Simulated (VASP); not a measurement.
# SrLi2SnSe4 (I-42m) in VASP: a series of runs

The runs below take SrLi2SnSe4 through single point, with r2SCAN.

Program: VASP 6.6.1. These are calculated values, not measurements. Logs are shortened: lines on timing, memory, paths and dates and some standing lists are left out, and cuts for length are marked.

## (1) The cell of the first run

Symmetry: I-42m, No. 121, tetragonal system. Conventional cell: a = 7.038 Å, b = 7.038 Å, c = 8.305 Å, α = 90.00°, β = 90.00°, γ = 90.00°. Within 3.3 Å of Sn (site symmetry -42m) lie 4 Se at 2.53 Å. Within 4.3 Å of Sr (site symmetry -42m) lie 8 Se at 3.24 to 3.41 Å and 8 Li at 4.09 Å and 2 Sn at 4.15 Å. Li (site symmetry -4) has 4 Se at 2.60 Å within 3.4 Å. Se (site symmetry m) has 1 Sn at 2.53 Å and 2 Li at 2.60 Å and 1 Sr at 3.24 Å within 3.3 Å.

## (2) Single point, r2SCAN

POSCAR reads:

```
SrLi2SnSe4
1.0
   -3.5188839957      3.5188839957      4.1523314576
    3.5188839957     -3.5188839957      4.1523314576
    3.5188839957      3.5188839957     -4.1523314576
Sn Sr Li Se
1 1 2 4
Direct
    0.0000000000      0.0000000000      0.0000000000
    0.5000000000      0.5000000000      0.0000000000
    0.2500000000      0.7500000000      0.5000000000
    0.7500000000      0.2500000000      0.5000000000
    0.0341229659      0.0341229659      0.4165535698
    0.9658770341      0.3824306039      0.0000000000
    0.6175693961      0.6175693961      0.5834464302
    0.3824306039      0.9658770341      0.0000000000
```

INCAR.step1 reads:

```
SYSTEM = SrLi2SnSe4
PREC = Accurate
ENCUT = 520
ISMEAR = 0
SIGMA = 0.005
LREAL = .FALSE.
LASPH = .TRUE.
NELM = 80
NBANDS = 37
GGA = PE
ALGO = Normal
EDIFF = 1E-4
LWAVE = .TRUE.
LCHARG = .FALSE.
```

INCAR.step2 reads:

```
SYSTEM = SrLi2SnSe4
PREC = Accurate
ENCUT = 520
EDIFF = 1E-7
ISMEAR = 0
SIGMA = 0.005
LREAL = .FALSE.
LASPH = .TRUE.
NELM = 80
ALGO = Normal
ISIF = 2
LWAVE = .FALSE.
LCHARG = .TRUE.
METAGGA = R2SCAN
LMIXTAU = .TRUE.
LELF = .TRUE.
LVHAR = .TRUE.
NBANDS = 37
ISTART = 1
```

KPOINTS reads:

```
Automatic mesh
0
G
  4 4 4
  0 0 0
```

Potentials or basis: VASP PAW PBE potentials, release 64 (Sn_d, Sr_sv, Li_sv, Se).

Run with:

```bash
$ cat potpaw_PBE.64/Sn_d/POTCAR potpaw_PBE.64/Sr_sv/POTCAR potpaw_PBE.64/Li_sv/POTCAR potpaw_PBE.64/Se/POTCAR > POTCAR
$ cp INCAR.step1 INCAR
$ mpirun -np 1 vasp_std > vasp.out
$ cp INCAR.step2 INCAR
$ mpirun -np 1 vasp_std > vasp.out
```

OUTCAR:

```text
SYSTEM = SrLi2SnSe4
   PREC = Accurate
   ENCUT = 520
   EDIFF = 1E-7
   ISMEAR = 0
   LREAL = .FALSE.
   LASPH = .TRUE.
   NELM = 80
   ISIF = 2
   METAGGA = R2SCAN
   ISTART = 1

 ion  position               nearest neighbor table
   1  0.000  0.000  0.000-   6 2.53   8 2.53   7 2.53   5 2.53   2 4.15   2 4.15
   2  0.500  0.500  0.000-   7 3.24   5 3.24   8 3.24   6 3.24   8 3.41   6 3.41   5 3.41   7 3.41
                             1 4.15   1 4.15
   3  0.250  0.750  0.500-   6 2.60   8 2.60   5 2.60   7 2.60
   4  0.750  0.250  0.500-   8 2.60   6 2.60   5 2.60   7 2.60
   5  0.034  0.034  0.417-   1 2.53   3 2.60   4 2.60   2 3.24   2 3.41
   6  0.966  0.382  0.000-   1 2.53   3 2.60   4 2.60   2 3.24   2 3.41
   7  0.618  0.618  0.583-   1 2.53   3 2.60   4 2.60   2 3.24   2 3.41
   8  0.382  0.966  0.000-   1 2.53   4 2.60   3 2.60   2 3.24   2 3.41

  LATTYP: Found a body centered tetragonal cell.
 ALAT       =     7.0377679914
 C/A-ratio  =     1.1800137381

  Lattice vectors:

 A1 = (  -3.5188839957,   3.5188839957,   4.1523314576)
 A2 = (   3.5188839957,  -3.5188839957,   4.1523314576)
 A3 = (   3.5188839957,   3.5188839957,  -4.1523314576)

Analysis of symmetry for initial positions (statically):
=====================================================================
 Subroutine PRICEL returns:
 Original cell was already a primitive cell.

 Routine SETGRP: Setting up the symmetry group for a
 body centered tetragonal supercell.

 Subroutine GETGRP returns: Found  8 space group operations
 (whereof  8 operations were pure point group operations)
 out of a pool of 16 trial point group operations.

The static configuration has the point symmetry D_2d.

Analysis of symmetry for dynamics (positions and initial velocities):
=====================================================================
 Subroutine PRICEL returns:
 Original cell was already a primitive cell.

 Routine SETGRP: Setting up the symmetry group for a
 body centered tetragonal supercell.

 Subroutine GETGRP returns: Found  8 space group operations
 (whereof  8 operations were pure point group operations)
 out of a pool of 16 trial point group operations.

The dynamic configuration has the point symmetry D_2d.

 Subroutine INISYM returns: Found  8 space group operations
 (whereof  8 operations are pure point group operations),
 and found     1 'primitive' translations

----------------------------------------------------------------------------------------

                                     Primitive cell

  volume of cell :     205.6657

  direct lattice vectors                    reciprocal lattice vectors
    -3.518883996  3.518883996  4.152331458     0.000000000  0.142090504  0.120414279
     3.518883996 -3.518883996  4.152331458     0.142090504  0.000000000  0.120414279
     3.518883996  3.518883996 -4.152331458     0.142090504  0.142090504  0.000000000

  length of vectors
     6.481276547  6.481276547  6.481276547     0.186250664  0.186250664  0.200946318

  position of ions in fractional coordinates (direct lattice)
     0.000000000  0.000000000  0.000000000
     0.500000000  0.500000000  0.000000000
     0.250000000  0.750000000  0.500000000
     0.750000000  0.250000000  0.500000000
     0.034122966  0.034122966  0.416553570
     0.965877034  0.382430604  0.000000000
     0.617569396  0.617569396  0.583446430
     0.382430604  0.965877034  0.000000000

  ion indices of the primitive-cell ions
   primitive index   ion index
                 1           1
                 2           2
                 3           3
                 4           4
                 5           5
                 6           6
                 7           7
                 8           8

----------------------------------------------------------------------------------------

 KPOINTS: Automatic mesh

Automatic generation of k-mesh.
 Grid dimensions read from file:
 generate k-points for:    4    4    4

 Generating k-lattice:

  Cartesian coordinates                     Fractional coordinates (reciprocal lattice)
     0.000000000  0.035522626  0.030103570     0.250000000  0.000000000  0.000000000
     0.035522626  0.000000000  0.030103570     0.000000000  0.250000000  0.000000000
     0.035522626  0.035522626  0.000000000     0.000000000  0.000000000  0.250000000

  Length of vectors
     0.046562666  0.046562666  0.050236579

  Shift w.r.t. Gamma in fractional coordinates (k-lattice)
     0.000000000  0.000000000  0.000000000

 Subroutine IBZKPT returns following result:
 ===========================================

 Found     13 irreducible k-points:

 Following reciprocal coordinates:
            Coordinates               Weight
  0.000000  0.000000  0.000000      1.000000
  0.250000  0.000000 -0.000000      8.000000
  0.500000  0.000000 -0.000000      4.000000
  0.250000  0.250000 -0.000000      8.000000
  0.500000  0.250000 -0.000000     16.000000
 -0.250000  0.250000  0.000000      4.000000
  0.500000  0.500000 -0.000000      2.000000
  0.250000  0.250000  0.250000      2.000000
 -0.250000  0.250000  0.250000      4.000000
  0.500000  0.500000  0.250000      4.000000
 -0.250000  0.500000  0.250000      8.000000
 -0.250000 -0.250000  0.250000      2.000000
  0.500000  0.500000  0.500000      1.000000
   k-points           NKPTS =     13   k-points in BZ     NKDIM =     13   number of bands    NBANDS=     37
   number of dos      NEDOS =    301   number of ions     NIONS =      8
   total plane-waves  NPLWV = 110592
   dimension x,y,z NGX =    48 NGY =   48 NGZ =   48
   dimension x,y,z NGXF=    96 NGYF=   96 NGZF=   96
   ions per type =               1   1   2   4
   NGX,Y,Z   is equivalent  to a cutoff of  12.31, 12.31, 12.31 a.u.
   NGXF,Y,Z  is equivalent  to a cutoff of  24.62, 24.62, 24.62 a.u.
 SYSTEM =  SrLi2SnSe4
   PREC   = accura    normal or accurate (medium, high low for compatibility)
   ISTART =      1    job   : 0-new  1-cont  2-samecut
   ICHARG =      0    charge: 1-file 2-atom 10-const
   ISPIN  =      1    spin polarized calculation?
   LNONCOLLINEAR =      F non collinear calculations
   LSORBIT =      F    spin-orbit coupling
   LASPH  =      T    aspherical Exc in radial PAW
   ENCUT  =  520.0 eV  38.22 Ry    6.18 a.u.  12.05 12.05 12.05*2*pi/ulx,y,z
   NELM   =     80;   NELMIN=  2; NELMDL=  0     # of ELM steps
   EDIFF  = 0.1E-06   stopping-criterion for ELM
   LREAL  =      F    real-space projection
   EDIFFG = 0.1E-05   stopping-criterion for IOM
   NSW    =      0    number of steps for IOM
   IBRION =     -1    ionic relax: 0-MD 1-quasi-New 2-CG
   NFREE  =      0    steps in history (QN), initial steepest desc. (CG)
   ISIF   =      2    stress and relaxation
   ISYM   =      2    0-nonsym 1-usesym 2-fastsym
   POTIM  = 0.5000    time-step for ionic-motion
   TEBEG  =    0.0;   TEEND  =   0.0 temperature during run
   PSTRESS=    0.0 pullay stress
   NELECT =      54.0000    total number of electrons
   NUPDOWN=      -1.0000    fix difference up-down
   EMIN   =  10.00;   EMAX   =-10.00  energy-range for DOS
   EFERMI =   0.00;   METHOD = LEGACY
   ISMEAR =     0;   SIGMA  =   0.01  broadening in eV -4-tet -1-fermi 0-gaus
   EFERMI_NEDOS =   21; number of points for ismear=-14 and -15
   IALGO  =     38    algorithm
   IMIX   =      4    mixing-type and parameters
     AMIX     =   0.40;   BMIX     =  1.00
     AMIX_MAG =   1.60;   BMIX_MAG =  1.00
  volume/ion in A,a.u.               =      25.71       173.49
  Fermi-wavevector in a.u.,A,eV,Ry     =   1.048300  1.980999 14.951880  1.098932
  Thomas-Fermi vector in A             =   2.183216
   LORBIT       =      0    0 simple, 1 ext, 2 COOP (PROOUT), +10 PAW based schemes
   METAGGA = R2SCAN    functional components
   LHFCALC =     F    Hartree Fock is set to
   AEXX    =    0.0000 exact exchange contribution
   IVDW    =     0    specifies the selected vdW correction
   LEPSILON=     F    determine dielectric tensor
   LRPA    =     F    only Hartree local field effects (RPA)
 non-spin polarized calculation
 Gauss-broadening in eV      SIGMA  =   0.01
  energy-cutoff  :      520.00
  volume of cell :      205.67
 maximum number of plane-waves:      5604
   NGX = 25   NGY = 25   NGZ = 25

 number of electron      53.9999987 magnetization

 Free energy of the ion-electron system (eV)
  ---------------------------------------------------
  ext. energy  EPLUGINS =         0.00000000
  ---------------------------------------------------
  free energy    TOTEN  =      -112.51833636 eV

  energy without entropy =     -112.51833636  energy(sigma->0) =     -112.51833636

 E-fermi :   2.1747     XC(G=0):  -9.0373

 val. band max:        2.0549516209   @ k =   0.5000   0.5000   0.5000
 cond. band min:       4.1477259410   @ k =   0.5000   0.5000   0.5000
 fundamental gap:      2.0927743201
 Fermi energy:         2.1746635496

 k-point     1 :       0.0000    0.0000    0.0000
  band No.  band energies     occupation
      1     -44.5970      2.00000
      2     -44.5969      2.00000
      3     -33.9907      2.00000
      4     -19.8481      2.00000
      5     -19.8480      2.00000
      6     -19.8371      2.00000
[... 29 lines left out ...]
     36       8.4957      0.00000
     37       8.4957      0.00000

 k-point     2 :       0.2500    0.0000   -0.0000
  band No.  band energies     occupation
      1     -44.5970      2.00000
      2     -44.5969      2.00000
      3     -33.9907      2.00000
      4     -19.8479      2.00000
      5     -19.8479      2.00000
      6     -19.8370      2.00000
[... 29 lines left out ...]
     36       8.3714      0.00000
     37       8.6869      0.00000
[... 398 lines left out ...]
     36       8.2831      0.00000
     37       8.4743      0.00000

 k-point    13 :       0.5000    0.5000    0.5000
  band No.  band energies     occupation
      1     -44.5971      2.00000
      2     -44.5970      2.00000
      3     -33.9907      2.00000
      4     -19.8473      2.00000
      5     -19.8473      2.00000
      6     -19.8367      2.00000
[... 29 lines left out ...]
     36       8.5768      0.00000
     37       9.0864      0.00000

------------------------ aborting loop because EDIFF is reached ----------------------------------------

  FORCE on cell =-STRESS in cart. coord.  units (eV):
  Direction    XX          YY          ZZ          XY          YZ          ZX
  --------------------------------------------------------------------------------------
  -------------------------------------------------------------------------------------
  Total       -0.0201372     -0.0201372      0.0597267      0.0000000      0.0000000      0.0000000
  in kB       -0.1568725     -0.1568725      0.4652828      0.0000000      0.0000000      0.0000000
  external PRESSURE =       0.0505126 kB  Pullay stress =       0.0000000 kB

 VOLUME and BASIS-vectors are now :
 -----------------------------------------------------------------------------
  energy-cutoff  :      520.00
  volume of cell :      205.67
      direct lattice vectors                 reciprocal lattice vectors
    -3.518883996  3.518883996  4.152331458     0.000000000  0.142090504  0.120414279
     3.518883996 -3.518883996  4.152331458     0.142090504  0.000000000  0.120414279
     3.518883996  3.518883996 -4.152331458     0.142090504  0.142090504  0.000000000

 POSITION                                       TOTAL-FORCE (eV/Angst)
 -----------------------------------------------------------------------------------
      0.00000      0.00000      0.00000         0.000000     -0.000000      0.000000
      0.00000      0.00000      4.15233         0.000000     -0.000000      0.000000
      3.51888     -0.00000      2.07617         0.000000     -0.000000     -0.000000
     -0.00000      3.51888      2.07617         0.000000     -0.000000      0.000000
      1.46580      1.46580     -1.44629         0.002376      0.002376     -0.007382
     -2.05308      2.05308      5.59862         0.002376     -0.002376      0.007382
      2.05308      2.05308      2.70604        -0.002376     -0.002376     -0.007382
      2.05308     -2.05308      5.59862        -0.002376      0.002376      0.007382
 -----------------------------------------------------------------------------------
    total drift:                               -0.000115     -0.000115     -0.000094

  FREE ENERGIE OF THE ION-ELECTRON SYSTEM (eV)
  ---------------------------------------------------
  free  energy   TOTEN  =      -112.5183363616 eV

  energy  without entropy=     -112.5183363616  energy(sigma->0) =     -112.51833636
```

Wall time 14 min (1 thread of AMD EPYC 9755, shared host); peak memory 0.39 GiB.

Results:

| Quantity | Value |
| --- | --- |
| Free energy | -112.5183 eV |
| Largest force | 0.008 eV/Å |
| Band gap on the k mesh | 2.09 eV, direct |

Forces in eV/Å, atoms in the order of the input:
```
Sn   0.000  0.000  0.000
Sr   0.000  0.000  0.000
Li   0.000  0.000  0.000
Li   0.000  0.000  0.000
Se   0.002  0.002 -0.007
Se   0.002 -0.002  0.007
Se  -0.002 -0.002 -0.007
Se  -0.002  0.002  0.007
```

Levels at points of the mesh, in eV from the valence-band top:
| k point | band 24 | band 25 | band 26 | band 27 | band 28 | band 29 | band 30 | band 31 |
| --- | --- | --- | --- | --- | --- | --- | --- | --- |
| (0.00, 0.00, 0.00) | -0.95 | -0.58 | -0.44 | -0.44 | 2.38 | 3.88 | 4.51 | 5.01 |
| (0.50, 0.00, 0.00) | -1.31 | -0.95 | -0.74 | -0.57 | 2.60 | 3.66 | 4.62 | 4.85 |
| (0.50, 0.50, 0.00) | -1.39 | -1.18 | -1.10 | -0.63 | 2.71 | 4.05 | 4.52 | 4.55 |
| (0.50, 0.50, 0.50) | -1.83 | -0.52 | -0.52 | 0.00 | 2.09 | 3.94 | 3.94 | 4.17 |

Caveat: the cutoff is under 1.25 times the usual one of these potentials, so pressure, stress and relaxed cells hold a basis-set (Pulay) error; the PAW data sets were made with another functional, which shifts forces and pressure a little; spin-orbit coupling is left out, which moves the levels of the heavy elements. A k mesh can miss the band edges.

(Part 1 of 2 ends here.)
